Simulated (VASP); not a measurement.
**Hg: single point with LDA**

Crystal: Hg.

```
CELL_PARAMETERS angstrom
-1.41426 1.41426 1.41426
1.41426 -1.41426 1.41426
1.41426 1.41426 -1.41426
ATOMIC_POSITIONS crystal
Hg 0.00000 0.00000 0.00000
```

* Program: VASP 6.6.1
* Task: single point
* Functional: LDA
* Potentials or basis: VASP PAW LDA potentials, release 64 (Hg)
* Cutoff: 520 eV
* k mesh: 19 × 19 × 19
* Occupations: fermi-dirac, width 0.08 eV
* Spin: no spin polarisation
* Dipole correction: no
* Further INCAR settings: ALGO = Normal; EDIFF = 1e-07; NBANDS = 12

```
Pressure               : 322.1 GPa
Band gap on the k mesh : zero (bands 6 and 7 overlap by 2.21 eV)
```

Levels at points of the mesh, in eV from the Fermi level:
```
           k point  band 2  band 3  band 4  band 5  band 6  band 7  band 8  band 9  band 10  band 11
(0.00, 0.00, 0.00)  -14.05  -14.05  -14.05  -10.76  -10.76   13.90   13.90   13.90    25.13    25.13
```

It took 8.5 s on 1 thread of Intel(R) Xeon(R) 6975P-C (Granite Rapids), on a shared host, peak memory 0.13 GiB.

Caveat: the cell stands under pressure; spin-orbit coupling is left out, which moves the levels of the heavy elements.
